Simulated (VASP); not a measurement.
# AlNi (P4/mmm) in VASP: single point with LDA

Aim: the single point of AlNi with LDA.

Program: VASP 6.6.1. These are calculated values, not measurements. Logs are shortened: lines on timing, memory, paths and dates and some standing lists are left out, and cuts for length are marked.

## Step 1: The cell of the first run

The structure is tetragonal, space group P4/mmm (No. 123). The conventional cell has a = 2.889 Å, b = 2.889 Å, c = 2.901 Å, α = 90.00°, β = 90.00°, γ = 90.00°. Within 3.3 Å of Al (site symmetry 4/mmm) lie 8 Ni at 2.51 Å and 6 Al at 2.89 to 2.90 Å. Within 3.3 Å of Ni (site symmetry 4/mmm) lie 8 Al at 2.51 Å and 6 Ni at 2.89 to 2.90 Å.

## Step 2: Single point, LDA

INCAR

```
SYSTEM = AlNi
PREC = Accurate
ENCUT = 520
EDIFF = 1E-6
ISMEAR = 0
SIGMA = 0.1
LREAL = .False.
LASPH = .True.
NELM = 80
ALGO = Fast
ISIF = 2
LWAVE = .False.
LCHARG = .False.
GGA = CA
NBANDS = 14
```

KPOINTS

```
Automatic mesh
0
Gamma
  16 16 14
  0 0 0
```

POSCAR

```
AlNi
1.0
    2.0428069415     -2.0428126720      0.0000000000
    2.0428069415      2.0428126720      0.0000000000
    0.0000000000      0.0000000000      2.9011416492
Al Ni
1 1
Direct
    0.0000000000      0.0000000000      0.0000000000
    0.5000000000      0.5000000000      0.5000000000
```

Potentials or basis: VASP PAW LDA potentials, release 64 (Al, Ni).

The run is started by

```sh
> cat potpaw_LDA.64/Al/POTCAR potpaw_LDA.64/Ni/POTCAR > POTCAR
> mpirun -np 1 vasp_std > vasp.out
```

OUTCAR:

```text
SYSTEM = AlNi
   PREC = Accurate
   ENCUT = 520
   EDIFF = 1E-6
   ISMEAR = 0
   LREAL = .False.
   LASPH = .True.
   NELM = 80
   ISIF = 2
   GGA = CA

 ion  position               nearest neighbor table
   1  0.000  0.000  0.000-   2 2.51   2 2.51   2 2.51   2 2.51   2 2.51   2 2.51   2 2.51   2 2.51

   2  0.500  0.500  0.500-   1 2.51   1 2.51   1 2.51   1 2.51   1 2.51   1 2.51   1 2.51   1 2.51

  LATTYP: Found a simple tetragonal cell.
 ALAT       =     2.8889693341
 C/A-ratio  =     1.0042133764

  Lattice vectors:

 A1 = (   2.0428069415,  -2.0428126720,   0.0000000000)
 A2 = (   2.0428069415,   2.0428126720,   0.0000000000)
 A3 = (   0.0000000000,   0.0000000000,   2.9011416492)

Analysis of symmetry for initial positions (statically):
=====================================================================
 Subroutine PRICEL returns:
 Original cell was already a primitive cell.

 Routine SETGRP: Setting up the symmetry group for a
 simple tetragonal supercell.

 Subroutine GETGRP returns: Found 16 space group operations
 (whereof 16 operations were pure point group operations)
 out of a pool of 16 trial point group operations.

The static configuration has the point symmetry D_4h.

Analysis of symmetry for dynamics (positions and initial velocities):
=====================================================================
 Subroutine PRICEL returns:
 Original cell was already a primitive cell.

 Routine SETGRP: Setting up the symmetry group for a
 simple tetragonal supercell.

 Subroutine GETGRP returns: Found 16 space group operations
 (whereof 16 operations were pure point group operations)
 out of a pool of 16 trial point group operations.

The dynamic configuration has the point symmetry D_4h.

 Subroutine INISYM returns: Found 16 space group operations
 (whereof 16 operations are pure point group operations),
 and found     1 'primitive' translations

----------------------------------------------------------------------------------------

                                     Primitive cell

  volume of cell :      24.2133

  direct lattice vectors                    reciprocal lattice vectors
     2.042806941 -2.042812672  0.000000000     0.244761260 -0.244760573  0.000000000
     2.042806941  2.042812672  0.000000000     0.244761260  0.244760573  0.000000000
     0.000000000  0.000000000  2.901141649     0.000000000  0.000000000  0.344691891

  length of vectors
     2.888969334  2.888969334  2.901141649     0.346144207  0.346144207  0.344691891

  position of ions in fractional coordinates (direct lattice)
     0.000000000  0.000000000  0.000000000
     0.500000000  0.500000000  0.500000000
[... 91 lines left out ...]
   EFERMI =   0.00;   METHOD = LEGACY
   ISMEAR =     0;   SIGMA  =   0.10  broadening in eV -4-tet -1-fermi 0-gaus
   EFERMI_NEDOS =   21; number of points for ismear=-14 and -15
   IALGO  =     68    algorithm
   IMIX   =      4    mixing-type and parameters
     AMIX     =   0.40;   BMIX     =  1.00
     AMIX_MAG =   1.60;   BMIX_MAG =  1.00
  volume/ion in A,a.u.               =      12.11        81.70
  Fermi-wavevector in a.u.,A,eV,Ry     =   1.330570  2.514412 24.087974  1.770416
  Thomas-Fermi vector in A             =   2.459647
   LORBIT       =      0    0 simple, 1 ext, 2 COOP (PROOUT), +10 PAW based schemes
   GGA     = CA    functional components
   LHFCALC =     F    Hartree Fock is set to
   AEXX    =    0.0000 exact exchange contribution
   IVDW    =     0    specifies the selected vdW correction
   LEPSILON=     F    determine dielectric tensor
   LRPA    =     F    only Hartree local field effects (RPA)
 non-spin polarized calculation
 RMM-DIIS sequential band-by-band and
 Gauss-broadening in eV      SIGMA  =   0.10
  energy-cutoff  :      520.00
  volume of cell :       24.21
 maximum number of plane-waves:       672
 NGX is ok and might be reduce to    24
   NGX = 11   NGY = 11   NGZ = 11

 number of electron      13.0000017 magnetization

 Free energy of the ion-electron system (eV)
  ---------------------------------------------------
  ext. energy  EPLUGINS =         0.00000000
  ---------------------------------------------------
  free energy    TOTEN  =       -12.15118787 eV

  energy without entropy =      -12.14760033  energy(sigma->0) =      -12.14939410

 E-fermi :   9.5788     XC(G=0): -12.2398

 val. band max:        9.5488393233   @ k =   0.2500   0.0625   0.3571
 cond. band min:       9.5788582483   @ k =   0.1875   0.1250   0.3571
 fundamental gap:      0.0300189251
 Fermi energy:         9.5787683491

 k-point     1 :       0.0000    0.0000    0.0000
  band No.  band energies     occupation
      1      -1.4069      2.00000
      2       6.4041      2.00000
      3       6.4042      2.00000
      4       8.0467      2.00000
      5       8.0467      2.00000
      6       8.0562      2.00000
      7      14.9036      0.00000
      8      15.0512      0.00000
      9      15.0512      0.00000
     10      17.7536      0.00000
     11      17.7872      0.00000
     12      22.9195      0.00000
     13      30.2177      0.00000
     14      30.2298      0.00000
[... 377 lines left out ...]
      1       2.9562      2.00000
      2       3.1998      2.00000
      3       6.9244      2.00000
      4       7.3010      2.00000
      5       7.3671      2.00000
      6       8.0360      2.00000
      7       8.9353      2.00000
      8      16.5507      0.00000
      9      17.4734      0.00000
     10      19.8586      0.00000
     11      20.3348      0.00000
     12      20.6910      0.00000
     13      24.7669      0.00000
     14      25.3539      0.00000

 [... further k-points ...]

------------------------ aborting loop because EDIFF is reached ----------------------------------------

  FORCE on cell =-STRESS in cart. coord.  units (eV):
  Direction    XX          YY          ZZ          XY          YZ          ZX
  --------------------------------------------------------------------------------------
  -------------------------------------------------------------------------------------
  Total       -1.5395409     -1.5395495     -1.5368483      0.0000000      0.0000000      0.0000000
  in kB     -101.8701645   -101.8707361   -101.6920024      0.0000000      0.0000000      0.0000000
  external PRESSURE =    -101.8109677 kB  Pullay stress =       0.0000000 kB

 VOLUME and BASIS-vectors are now :
 -----------------------------------------------------------------------------
  energy-cutoff  :      520.00
  volume of cell :       24.21
      direct lattice vectors                 reciprocal lattice vectors
     2.042806941 -2.042812672  0.000000000     0.244761260 -0.244760573  0.000000000
     2.042806941  2.042812672  0.000000000     0.244761260  0.244760573  0.000000000
     0.000000000  0.000000000  2.901141649     0.000000000  0.000000000  0.344691891

 POSITION                                       TOTAL-FORCE (eV/Angst)
 -----------------------------------------------------------------------------------
      0.00000      0.00000      0.00000        -0.000000     -0.000000      0.000000
      2.04281      0.00000      1.45057         0.000000      0.000000      0.000000
 -----------------------------------------------------------------------------------
    total drift:                                0.000000     -0.000000     -0.000000

  FREE ENERGIE OF THE ION-ELECTRON SYSTEM (eV)
  ---------------------------------------------------
  free  energy   TOTEN  =       -12.1511878742 eV

  energy  without entropy=      -12.1476003295  energy(sigma->0) =      -12.14939410
```

It took 1.7 min on 1 thread of Intel Xeon 8259CL, shared host; peak memory 0.23 GiB.

What came out:

```
Free energy            : -12.1512 eV
Pressure               : -10.2 GPa
Band gap on the k mesh : zero (an odd number of electrons rules out a gap without spin polarisation)
```

Levels at points of the mesh, in eV from the Fermi level:
```tsv
k point	band 4	band 5	band 6	band 7	band 8	band 9	band 10	band 11
(0.00, 0.00, 0.00)	-1.53	-1.53	-1.52	5.32	5.47	5.47	8.17	8.21
(0.50, 0.00, 0.00)	-2.24	-2.22	-1.44	-0.64	8.36	9.84	9.98	10.64
(0.50, 0.50, 0.00)	-2.77	-2.06	-2.06	-1.00	1.47	2.44	11.94	15.00
(0.00, 0.00, 0.50)	-2.21	-2.21	-1.44	-0.67	8.36	9.97	9.97	10.72
(0.50, 0.00, 0.50)	-2.78	-2.05	-2.04	-1.01	1.43	2.41	12.04	15.06
(0.50, 0.50, 0.50)	-0.98	-0.98	2.05	2.05	2.05	3.49	4.43	4.43
```

Caveat: the cell stands under tension.
